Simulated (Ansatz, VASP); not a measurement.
**One calculation of Ag, two programs**

```xyz
5
Lattice="2.9026 0.0000 0.0000 -1.4513 2.5137 0.0000 0.0000 0.0000 25.4797" Properties=species:S:1:pos:R:3 pbc="T T T"
Ag    2.1769    0.4189    8.0074
Ag   -0.7256    2.0947   10.3706
Ag    0.7256    1.2568   12.7398
Ag    2.1769    0.4189   15.1091
Ag   -0.7256    2.0947   17.4723
```

Alike in both runs: task single point; functional r2SCAN; k mesh 13 × 13 × 1; occupations fermi-dirac, width 0.1 eV; no spin polarisation.

|  | VASP | Ansatz |
| --- | --- | --- |
| version | VASP 6.6.1 | Ansatz 0.2.0 |
| potentials or method | VASP PAW PBE potentials, release 64 (Ag) | PAW with Ansatz's default frozen-core files, scalar-relativistic |
| plane-wave cutoff (eV) | 520 | 500 |
| valence electrons in the cell | 55 | 95 |

Ansatz gave:

| Property | Result |
| --- | --- |
| rms of the force components (eV/Å) | 0.003 |

Q: Which values does VASP return?

A: rms of the force components (eV/Å): 0.005.

VASP's potentials were made for PBE, not for r2SCAN. Atom by atom the forces differ by 0.002 eV/Å (rms over components). VASP's potentials hold 55 valence electrons a cell and Ansatz's 95, so a difference there can come from the potentials and not from the codes. Ansatz's warnings: slab cell height set.
